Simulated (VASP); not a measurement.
# MgH2 (Fm-3m) in VASP: notebook, part 2 of 2

VASP 6.6.1.

## Step 5: Single point, r2SCAN

This run uses another cell than the first one, of 8.21 Å³/atom, 1.059 times its volume.

POSCAR reads:

```
MgH2
1.0
    0.0000000000      2.3097188899      2.3097188899
    2.3097188899      0.0000000000      2.3097188899
    2.3097188899      2.3097188899      0.0000000000
Mg H
1 2
Direct
    0.0000000000      0.0000000000      0.0000000000
    0.7500000000      0.7500000000      0.7500000000
    0.2500000000      0.2500000000      0.2500000000
```

INCAR.step1 reads:

```
SYSTEM = MgH2
PREC = Accurate
ENCUT = 520
ISMEAR = -1
SIGMA = 0.1
LREAL = .FALSE.
LASPH = .TRUE.
NELM = 100
NBANDS = 9
GGA = PE
ALGO = Normal
EDIFF = 1E-4
LWAVE = .TRUE.
LCHARG = .FALSE.
```

INCAR.step2 reads:

```
SYSTEM = MgH2
PREC = Accurate
ENCUT = 520
EDIFF = 1E-7
ISMEAR = -1
SIGMA = 0.1
LREAL = .FALSE.
LASPH = .TRUE.
NELM = 100
ALGO = Normal
ISIF = 2
LWAVE = .FALSE.
LCHARG = .FALSE.
METAGGA = R2SCAN
LMIXTAU = .TRUE.
NBANDS = 9
ISTART = 1
```

KPOINTS reads:

```
Automatic mesh
0
G
  6 6 6
  0 0 0
```

Potentials or basis: VASP PAW PBE potentials, release 64 (Mg, H).

Launch:

```console
cat potpaw_PBE.64/Mg/POTCAR potpaw_PBE.64/H/POTCAR > POTCAR
cp INCAR.step1 INCAR
mpirun -np 1 vasp_std > vasp.out
cp INCAR.step2 INCAR
mpirun -np 1 vasp_std > vasp.out
```

OUTCAR:

```text
SYSTEM = MgH2
   PREC = Accurate
   ENCUT = 520
   EDIFF = 1E-7
   ISMEAR = -1
   LREAL = .FALSE.
   LASPH = .TRUE.
   NELM = 100
   ISIF = 2
   METAGGA = R2SCAN
   ISTART = 1

 ion  position               nearest neighbor table
   1  0.000  0.000  0.000-   2 2.00   2 2.00   2 2.00   2 2.00   3 2.00   3 2.00   3 2.00   3 2.00

   2  0.750  0.750  0.750-   1 2.00   1 2.00   1 2.00   1 2.00
   3  0.250  0.250  0.250-   1 2.00   1 2.00   1 2.00   1 2.00

  LATTYP: Found a face centered cubic cell.
 ALAT       =     4.6194377798

  Lattice vectors:

 A1 = (   0.0000000000,   2.3097188899,   2.3097188899)
 A2 = (   2.3097188899,   0.0000000000,   2.3097188899)
 A3 = (   2.3097188899,   2.3097188899,   0.0000000000)

Analysis of symmetry for initial positions (statically):
=====================================================================
 Subroutine PRICEL returns:
 Original cell was already a primitive cell.

 Routine SETGRP: Setting up the symmetry group for a
 face centered cubic supercell.

 Subroutine GETGRP returns: Found 48 space group operations
 (whereof 48 operations were pure point group operations)
 out of a pool of 48 trial point group operations.

The static configuration has the point symmetry O_h .

Analysis of symmetry for dynamics (positions and initial velocities):
=====================================================================
 Subroutine PRICEL returns:
 Original cell was already a primitive cell.

 Routine SETGRP: Setting up the symmetry group for a
 face centered cubic supercell.

 Subroutine GETGRP returns: Found 48 space group operations
 (whereof 48 operations were pure point group operations)
 out of a pool of 48 trial point group operations.

The dynamic configuration has the point symmetry O_h .
[... 111 lines left out ...]
     AMIX     =   0.40;   BMIX     =  1.00
     AMIX_MAG =   1.60;   BMIX_MAG =  1.00
  volume/ion in A,a.u.               =       8.21        55.43
  Fermi-wavevector in a.u.,A,eV,Ry     =   0.893016  1.687555 10.850331  0.797477
  Thomas-Fermi vector in A             =   2.015039
   LORBIT       =      0    0 simple, 1 ext, 2 COOP (PROOUT), +10 PAW based schemes
   METAGGA = R2SCAN    functional components
   LHFCALC =     F    Hartree Fock is set to
   AEXX    =    0.0000 exact exchange contribution
   IVDW    =     0    specifies the selected vdW correction
   LEPSILON=     F    determine dielectric tensor
   LRPA    =     F    only Hartree local field effects (RPA)
 non-spin polarized calculation
  energy-cutoff  :      520.00
  volume of cell :       24.64
 maximum number of plane-waves:       680
   NGX = 13   NGY = 13   NGZ = 13

 number of electron       4.0000001 magnetization

 Free energy of the ion-electron system (eV)
  ---------------------------------------------------
  ext. energy  EPLUGINS =         0.00000000
  ---------------------------------------------------
  free energy    TOTEN  =       -11.50621082 eV

  energy without entropy =      -11.50091300  energy(sigma->0) =      -11.50356191

 E-fermi :   3.4454     XC(G=0):  -9.6081

 val. band max:        3.3690629580   @ k =   0.5000   0.5000   0.0000
 cond. band min:       4.1019471644   @ k =  -0.3333   0.5000   0.1667
 fundamental gap:      0.7328842064
 Fermi energy:         3.4454016774

 k-point     1 :       0.0000    0.0000    0.0000
  band No.  band energies     occupation
      1      -7.4985      2.00000
      2       4.4983      0.00005
      3      13.5742      0.00000
      4      13.5742      0.00000
      5      13.5742      0.00000
      6      17.2582      0.00000
      7      17.2582      0.00000
      8      17.2582      0.00000
      9      17.8466      0.00000
[... 169 lines left out ...]
 k-point    16 :      -0.3333    0.5000    0.1667
  band No.  band energies     occupation
      1      -2.2872      2.00000
      2      -0.5944      2.00000
      3       4.1019      0.00281
      4       6.5838      0.00000
      5      11.6670      0.00000
      6      16.4715      0.00000
      7      17.6454      0.00000
      8      22.6962      0.00000
      9      26.3239      0.00000

------------------------ aborting loop because EDIFF is reached ----------------------------------------

  FORCE on cell =-STRESS in cart. coord.  units (eV):
  Direction    XX          YY          ZZ          XY          YZ          ZX
  --------------------------------------------------------------------------------------
  -------------------------------------------------------------------------------------
  Total        0.6681696      0.6681696      0.6681696      0.0000000      0.0000000      0.0000000
  in kB       43.4400096     43.4400096     43.4400096      0.0000000      0.0000000      0.0000000
  external PRESSURE =      43.4400096 kB  Pullay stress =       0.0000000 kB

 VOLUME and BASIS-vectors are now :
 -----------------------------------------------------------------------------
  energy-cutoff  :      520.00
  volume of cell :       24.64
      direct lattice vectors                 reciprocal lattice vectors
     0.000000000  2.309718890  2.309718890    -0.216476560  0.216476560  0.216476560
     2.309718890  0.000000000  2.309718890     0.216476560 -0.216476560  0.216476560
     2.309718890  2.309718890  0.000000000     0.216476560  0.216476560 -0.216476560

 POSITION                                       TOTAL-FORCE (eV/Angst)
 -----------------------------------------------------------------------------------
      0.00000      0.00000      0.00000         0.000000      0.000000      0.000000
      3.46458      3.46458      3.46458        -0.000000     -0.000000     -0.000000
      1.15486      1.15486      1.15486         0.000000      0.000000      0.000000
 -----------------------------------------------------------------------------------
    total drift:                                0.000000      0.000000     -0.000000

  FREE ENERGIE OF THE ION-ELECTRON SYSTEM (eV)
  ---------------------------------------------------
  free  energy   TOTEN  =       -11.5062108243 eV

  energy  without entropy=      -11.5009130023  energy(sigma->0) =      -11.50356191
```

OUTCAR.step1:

```text
SYSTEM = MgH2
   PREC = Accurate
   ENCUT = 520
   ISMEAR = -1
   LREAL = .FALSE.
   LASPH = .TRUE.
   NELM = 100
[... 404 lines left out ...]
      0.00000      0.00000      0.00000        -0.000000     -0.000000      0.000000
      3.46458      3.46458      3.46458         0.000000      0.000000     -0.000000
      1.15486      1.15486      1.15486        -0.000000     -0.000000      0.000000
 -----------------------------------------------------------------------------------
    total drift:                                0.000000      0.000000      0.000000

  FREE ENERGIE OF THE ION-ELECTRON SYSTEM (eV)
  ---------------------------------------------------
  free  energy   TOTEN  =        -8.4591890904 eV

  energy  without entropy=       -8.4507642326  energy(sigma->0) =       -8.45497666
```

OSZICAR.step1:

```text
N       E                     dE             d eps       ncg     rms          rms(c)
DAV:   1    -0.379268119491E+01   -0.37927E+01   -0.17332E+03   288   0.347E+02
DAV:   2    -0.902452684284E+01   -0.52318E+01   -0.51240E+01   371   0.446E+01
DAV:   3    -0.913129490959E+01   -0.10677E+00   -0.10668E+00   356   0.616E+00
DAV:   4    -0.913148945802E+01   -0.19455E-03   -0.19455E-03   387   0.259E-01
DAV:   5    -0.913148982229E+01   -0.36426E-06   -0.36446E-06   358   0.932E-03    0.478E+00
DAV:   6    -0.863784034800E+01    0.49365E+00   -0.31453E-01   296   0.223E+00    0.249E+00
DAV:   7    -0.845630958481E+01    0.18153E+00   -0.46567E-01   327   0.296E+00    0.392E-01
DAV:   8    -0.846025619657E+01   -0.39466E-02   -0.10759E-02   312   0.459E-01    0.204E-01
DAV:   9    -0.845917510243E+01    0.10811E-02   -0.21517E-03   308   0.189E-01    0.161E-02
DAV:  10    -0.845918909042E+01   -0.13988E-04   -0.58796E-05   213   0.480E-02
   1 F= -.84591891E+01 E0= -.84549767E+01  d E =-.842486E-02
```

Wall time 9.5 s (1 thread of Intel Xeon 6975P-C (Granite Rapids), shared host); peak memory 0.14 GiB.

What came out:

| Quantity | Value |
| --- | --- |
| Free energy | -11.5062 eV |
| Pressure | 4.3 GPa |
| Band gap on the k mesh | zero (band 2 reaches 4.50 eV, above the bottom of band 3 at 3.37 eV) |

Caveat: the k points lie up to 0.39 Å⁻¹ apart; the PAW data sets were made with another functional, which shifts forces and pressure a little.

## Step 6: The runs side by side

```tsv
cell	gap on the mesh (eV)	pressure (GPa)
a = 3.205 Å, angles 60.0°, 3 atoms	none	9.3
a = 3.344 Å, angles 60.0°, 3 atoms	none	-0.6
a = 3.310 Å, angles 60.0°, 3 atoms	none	1.4
a = 3.266 Å, angles 60.0°, 3 atoms	none	4.3
```

Alike in all rows: task single point; level r2SCAN; potentials or basis VASP PAW PBE potentials, release 64 (Mg, H); no spin polarisation; k mesh 6 × 6 × 6; cutoff (eV) 520; smearing fermi-dirac 0.1 eV.

Caveats: all runs use coarse meshes; the PAW data sets were made with another functional, which shifts forces and pressure a little.

Total energies depend on the potentials used, so only differences within one code and one set of settings carry meaning.
